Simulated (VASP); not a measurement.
# In2GaP3 (an interface model) in VASP: further runs, part 2 of 2

VASP 6.6.1. Earlier steps stand in the parts before.

## Step 5: Single point, LDA

Input file INCAR:

```
SYSTEM = In2GaP3
ALGO = Normal ; EDIFF = 1E-7
ENCUT = 520 ; GGA = CA
ISIF = 2 ; ISMEAR = -1
LASPH = .True. ; LCHARG = .False.
LREAL = .False. ; LWAVE = .False.
NBANDS = 66 ; NELM = 100
PREC = Accurate ; SIGMA = 0.05
```

Input file KPOINTS:

```
k-points
0
Gamma
  4 4 1
  0 0 0
```

Input file POSCAR:

```
In2GaP3
1.0
    3.8334610000      0.0000000000      0.0000000000
   -1.9167310000      3.3198750000      0.0000000000
    0.0000000000      0.0000000000     20.7676930000
Ga In P
2 4 6
Direct
    0.3262200000      0.6389090000      0.0017110000
    0.6809990000      0.3528680000      0.1510040000
    0.3172400000      0.6640330000      0.3039020000
    0.3396570000      0.6809190000      0.6507710000
    0.6608750000      0.3462120000      0.4796020000
    0.6701520000      0.3550870000      0.8277450000
    0.3397530000      0.6717810000      0.1153230000
    0.3191450000      0.6496170000      0.4315330000
    0.3306360000      0.6600110000      0.7836210000
    0.6517190000      0.3332890000      0.2661330000
    0.6710500000      0.3289050000      0.6090570000
    0.6824700000      0.3343950000      0.9560510000
```

Potentials or basis: VASP PAW LDA potentials, release 64 (Ga_d, In_d, P).

On the command line:

```
$ cat potpaw_LDA.64/Ga_d/POTCAR potpaw_LDA.64/In_d/POTCAR potpaw_LDA.64/P/POTCAR > POTCAR
$ mpirun -np 1 vasp_std > vasp.out
```

OUTCAR:

```text
SYSTEM = In2GaP3
   EDIFF = 1E-7
   ENCUT = 520
   GGA = CA
   ISIF = 2
   ISMEAR = -1
   LASPH = .True.
   LREAL = .False.
   NELM = 100
   PREC = Accurate

 ion  position               nearest neighbor table
   1  0.326  0.639  0.002-  12 2.34   7 2.36  12 2.39  12 2.50
   2  0.681  0.353  0.151-   7 2.31   7 2.31   7 2.38  10 2.39
   3  0.317  0.664  0.304-  10 2.34  10 2.34  10 2.36   8 2.65
   4  0.340  0.681  0.651-  11 2.32  11 2.38  11 2.43   9 2.76
   5  0.661  0.346  0.480-   8 2.36   8 2.40   8 2.52  11 2.69
   6  0.670  0.355  0.828-   9 2.33   9 2.38   9 2.48  12 2.67
   7  0.340  0.672  0.115-   2 2.31   2 2.31   1 2.36   2 2.38
   8  0.319  0.650  0.432-   5 2.36   5 2.40   5 2.52   3 2.65
   9  0.331  0.660  0.784-   6 2.33   6 2.38   6 2.48   4 2.76
  10  0.652  0.333  0.266-   3 2.34   3 2.34   3 2.36   2 2.39
  11  0.671  0.329  0.609-   4 2.32   4 2.38   4 2.43   5 2.69
  12  0.682  0.334  0.956-   1 2.34   1 2.39   1 2.50   6 2.67

  LATTYP: Found a hexagonal cell.
 ALAT       =     3.8334610000
 C/A-ratio  =     5.4174786179

  Lattice vectors:

 A1 = (   3.8334610000,   0.0000000000,   0.0000000000)
 A2 = (  -1.9167310000,   3.3198750000,   0.0000000000)
 A3 = (   0.0000000000,   0.0000000000,  20.7676930000)

Analysis of symmetry for initial positions (statically):
=====================================================================
 Subroutine PRICEL returns:
 Original cell was already a primitive cell.

 Routine SETGRP: Setting up the symmetry group for a
 hexagonal supercell.

 Subroutine GETGRP returns: Found  1 space group operations
 (whereof  1 operations were pure point group operations)
 out of a pool of 24 trial point group operations.

The static configuration has the point symmetry C_1 .

Analysis of symmetry for dynamics (positions and initial velocities):
=====================================================================
 Subroutine PRICEL returns:
 Original cell was already a primitive cell.

 Routine SETGRP: Setting up the symmetry group for a
 hexagonal supercell.

 Subroutine GETGRP returns: Found  1 space group operations
 (whereof  1 operations were pure point group operations)
 out of a pool of 24 trial point group operations.

The dynamic configuration has the point symmetry C_1 .

 Subroutine INISYM returns: Found  1 space group operations
 (whereof  1 operations are pure point group operations),
 and found     1 'primitive' translations

----------------------------------------------------------------------------------------

                                     Primitive cell

  volume of cell :     264.3024

  direct lattice vectors                    reciprocal lattice vectors
     3.833461000  0.000000000  0.000000000     0.260860877  0.150608119  0.000000000
    -1.916731000  3.319875000  0.000000000     0.000000000  0.301216160  0.000000000
     0.000000000  0.000000000 20.767693000     0.000000000  0.000000000  0.048151713

  length of vectors
     3.833461000  3.833461587 20.767693000     0.301216206  0.301216160  0.048151713

  position of ions in fractional coordinates (direct lattice)
     0.326220000  0.638909000  0.001711000
     0.680999000  0.352868000  0.151004000
[... 65 lines left out ...]
   number of dos      NEDOS =    301   number of ions     NIONS =     12
   total plane-waves  NPLWV = 144000
   dimension x,y,z NGX =    30 NGY =   30 NGZ =  160
   dimension x,y,z NGXF=    60 NGYF=   60 NGZF=  320
   ions per type =               2   4   6
   NGX,Y,Z   is equivalent  to a cutoff of  13.01, 13.01, 12.81 a.u.
   NGXF,Y,Z  is equivalent  to a cutoff of  26.02, 26.02, 25.62 a.u.
 SYSTEM =  In2GaP3
   PREC   = accura    normal or accurate (medium, high low for compatibility)
   ISTART =      0    job   : 0-new  1-cont  2-samecut
   ICHARG =      2    charge: 1-file 2-atom 10-const
   ISPIN  =      1    spin polarized calculation?
   LNONCOLLINEAR =      F non collinear calculations
   LSORBIT =      F    spin-orbit coupling
   LASPH  =      T    aspherical Exc in radial PAW
   ENCUT  =  520.0 eV  38.22 Ry    6.18 a.u.   7.13  7.13 38.61*2*pi/ulx,y,z
   NELM   =    100;   NELMIN=  2; NELMDL= -5     # of ELM steps
   EDIFF  = 0.1E-06   stopping-criterion for ELM
   LREAL  =      F    real-space projection
   EDIFFG = 0.1E-05   stopping-criterion for IOM
   NSW    =      0    number of steps for IOM
   IBRION =     -1    ionic relax: 0-MD 1-quasi-New 2-CG
   NFREE  =      0    steps in history (QN), initial steepest desc. (CG)
   ISIF   =      2    stress and relaxation
   ISYM   =      2    0-nonsym 1-usesym 2-fastsym
   POTIM  = 0.5000    time-step for ionic-motion
   TEBEG  =    0.0;   TEEND  =   0.0 temperature during run
   PSTRESS=    0.0 pullay stress
   NELECT =     108.0000    total number of electrons
   NUPDOWN=      -1.0000    fix difference up-down
   EMIN   =  10.00;   EMAX   =-10.00  energy-range for DOS
   EFERMI =   0.00;   METHOD = LEGACY
   ISMEAR =    -1;   SIGMA  =   0.05  broadening in eV -4-tet -1-fermi 0-gaus
   EFERMI_NEDOS =   21; number of points for ismear=-14 and -15
   IALGO  =     38    algorithm
   IMIX   =      4    mixing-type and parameters
     AMIX     =   0.40;   BMIX     =  1.00
     AMIX_MAG =   1.60;   BMIX_MAG =  1.00
  volume/ion in A,a.u.               =      22.03       148.63
  Fermi-wavevector in a.u.,A,eV,Ry     =   1.214831  2.295697 20.079661  1.475813
  Thomas-Fermi vector in A             =   2.350238
   LORBIT       =      0    0 simple, 1 ext, 2 COOP (PROOUT), +10 PAW based schemes
   GGA     = CA    functional components
   LHFCALC =     F    Hartree Fock is set to
   AEXX    =    0.0000 exact exchange contribution
   IVDW    =     0    specifies the selected vdW correction
   LEPSILON=     F    determine dielectric tensor
   LRPA    =     F    only Hartree local field effects (RPA)
 non-spin polarized calculation
  energy-cutoff  :      520.00
  volume of cell :      264.30
 maximum number of plane-waves:      7139
 NGX is ok and might be reduce to    30
   NGX = 15   NGY = 15   NGZ = 77

 number of electron     108.0000012 magnetization

 Free energy of the ion-electron system (eV)
  ---------------------------------------------------
  ext. energy  EPLUGINS =         0.00000000
  ---------------------------------------------------
  free energy    TOTEN  =       -57.07562906 eV

  energy without entropy =      -57.07090887  energy(sigma->0) =      -57.07326896

 E-fermi :   6.3037     XC(G=0): -10.0529

 val. band max:        6.2045459466   @ k =   0.0000   0.0000   0.0000
 cond. band min:       6.4023214797   @ k =   0.0000   0.0000   0.0000
 fundamental gap:      0.1977755331
 Fermi energy:         6.3036549080

 k-point     1 :       0.0000    0.0000    0.0000
  band No.  band energies     occupation
      1      -9.5981      2.00000
      2      -9.5348      2.00000
      3      -9.5261      2.00000
      4      -9.4480      2.00000
      5      -9.4441      2.00000
      6      -9.3159      2.00000
[... 679 lines left out ...]
     65      10.7144      0.00000
     66      10.8969      0.00000

------------------------ aborting loop because EDIFF is reached ----------------------------------------

  FORCE on cell =-STRESS in cart. coord.  units (eV):
  Direction    XX          YY          ZZ          XY          YZ          ZX
  --------------------------------------------------------------------------------------
  -------------------------------------------------------------------------------------
  Total       20.9094929     16.7657298     -8.6022750     -0.1628576     -1.9546859      1.0760507
  in kB      126.7514818    101.6323598    -52.1462242     -0.9872283    -11.8491319      6.5229233
  external PRESSURE =      58.7458725 kB  Pullay stress =       0.0000000 kB

 VOLUME and BASIS-vectors are now :
 -----------------------------------------------------------------------------
  energy-cutoff  :      520.00
  volume of cell :      264.30
      direct lattice vectors                 reciprocal lattice vectors
     3.833461000  0.000000000  0.000000000     0.260860877  0.150608119  0.000000000
    -1.916731000  3.319875000  0.000000000     0.000000000  0.301216160  0.000000000
     0.000000000  0.000000000 20.767693000     0.000000000  0.000000000  0.048151713

 POSITION                                       TOTAL-FORCE (eV/Angst)
 -----------------------------------------------------------------------------------
      0.02593      2.12110      0.03553         0.278887      0.630640     -1.103400
      1.93423      1.17148      3.13600        -0.080563     -0.474056      0.289387
     -0.05665      2.20451      6.31134         0.011195      0.095226      1.984589
     -0.00308      2.26057     13.51501         0.325608     -0.918961      1.812130
      1.86984      1.14938      9.96023         0.373272     -0.950191      0.896163
      1.88840      1.17884     17.19035         0.509361     -1.021363      1.341206
      0.01481      2.23023      2.39499         0.035561      0.385863     -0.238201
     -0.02171      2.15665      8.96194        -0.347292      0.955071     -0.707218
      0.00242      2.19115     16.27400        -0.467545      1.052508     -1.602168
      1.85951      1.10648      5.52697         0.068203     -0.097690     -1.556888
      1.94202      1.09192     12.64871        -0.359737      0.907104     -1.623576
      1.97528      1.11015     19.85497        -0.346949     -0.564151      0.507976
 -----------------------------------------------------------------------------------
    total drift:                               -0.000019      0.000549      0.001044

  FREE ENERGIE OF THE ION-ELECTRON SYSTEM (eV)
  ---------------------------------------------------
  free  energy   TOTEN  =       -57.0756290579 eV

  energy  without entropy=      -57.0709088712  energy(sigma->0) =      -57.07326896
```

Wall time 8.5 min (1 thread of Intel Xeon 8259CL, shared host); peak memory 0.36 GiB.

What came out:

* Free energy: -57.0756 eV
* Pressure: 5.9 GPa
* Largest force: 2.058 eV/Å
* Band gap on the k mesh: 0.20 eV

Forces in eV/Å, atoms in the order of the input:
```
Ga   0.279  0.631 -1.103
Ga  -0.081 -0.474  0.289
In   0.011  0.095  1.985
In   0.326 -0.919  1.812
In   0.373 -0.950  0.896
In   0.509 -1.021  1.341
P    0.036  0.386 -0.238
P   -0.347  0.955 -0.707
P   -0.468  1.053 -1.602
P    0.068 -0.098 -1.557
P   -0.360  0.907 -1.624
P   -0.347 -0.564  0.508
```

Stress tensor (GPa, compression positive):
```
12.68 -0.10  0.65
-0.10 10.16 -1.18
 0.65 -1.18 -5.21
```

Levels at points of the mesh, in eV from the valence-band top:
| k point | band 52 | band 53 | band 54 | band 55 | band 56 | band 57 |
| --- | --- | --- | --- | --- | --- | --- |
| (0.00, 0.00, 0.00) | -0.28 | -0.27 | 0.00 | 0.20 | 0.72 | 1.79 |
| (0.50, 0.00, 0.00) | -2.00 | -1.84 | -1.51 | 0.60 | 0.64 | 0.91 |
| (0.00, 0.50, 0.00) | -2.13 | -1.93 | -1.64 | 0.54 | 0.59 | 0.82 |
| (0.50, 0.50, 0.00) | -2.01 | -1.85 | -1.53 | 0.56 | 0.68 | 0.88 |

Caveat: the k points lie up to 0.47 Å⁻¹ apart; spin-orbit coupling is left out, which moves the levels of the heavy elements.

## Step 6: Summary

```tsv
level	potentials or basis	gap on the mesh (eV)	pressure (GPa)	largest force (eV/Å)
PBEsol	VASP PAW PBE potentials, release 64 (Ga_d, In_d, P)	0.27	8.0	2.17
PBE	VASP PAW PBE potentials, release 64 (Ga_d, In_d, P)	0.34	11.2	2.28
LDA	VASP PAW LDA potentials, release 64 (Ga_d, In_d, P)	0.20	5.9	2.06
```

Alike in all rows: task single point; no spin polarisation; cell as given; k mesh 4 × 4 × 1; cutoff (eV) 520; smearing fermi-dirac 0.05 eV.

Caveats: all runs use coarse meshes; spin-orbit coupling is left out, which moves the levels of the heavy elements; the PAW data sets were made with another functional, which shifts forces and pressure a little (at least some runs).

Absolute energies hang on the potentials; compare differences alone.
